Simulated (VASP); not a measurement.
Co:

```
Co
1.0
     0.00000    2.46343    2.46343
     2.46343    0.00000    2.46343
     2.46343    2.46343    0.00000
Co
2
Direct
  0.12500 0.12500 0.12500
  0.87500 0.87500 0.87500
```

* Program: VASP 6.6.1
* Task: relaxation of cell and atoms
* Functional: BLYP
* Potentials or basis: VASP PAW PBE potentials, release 64 (Co)
* Cutoff: 600 eV
* k mesh: 11 × 11 × 11
* Occupations: fermi-dirac, width 0.05 eV
* Spin: collinear spin, ferromagnetic start
* Starting moments: [1.7, 1.7] μB

At the start: pressure 6.0 GPa; volume 14.95 Å³/atom.

Problem. Where does the relaxation end?

Solution. Over 5 steps the energy falls by 80.5 meV/atom and the volume is 17.09 Å³/atom (+14.3 %); space group Fd-3m (No. 227, to 0.05 Å); moment 3.40 μB per cell.

Step by step:
| step | energy change (eV) | largest force (eV/Å) | pressure (GPa) | volume (Å³) |
| --- | --- | --- | --- | --- |
| 1 | 0.0000 | 0.0000 | 6.02 | 29.90 |
| 2 | -0.0501 | 0.0000 | 1.32 | 32.40 |
| 3 | -0.1535 | 0.0000 | 2.61 | 33.20 |
| 4 | -0.1571 | 0.0000 | -1.71 | 34.86 |
| 5 | -0.1610 | 0.0000 | -0.09 | 34.18 |

Final structure:
```
CELL_PARAMETERS angstrom
0.00000 2.57583 2.57583
2.57583 0.00000 2.57583
2.57583 2.57583 0.00000
ATOMIC_POSITIONS crystal
Co 0.12500 0.12500 0.12500
Co 0.87500 0.87500 0.87500
```

Caveat: the PAW data sets were made with another functional, which shifts forces and pressure a little.
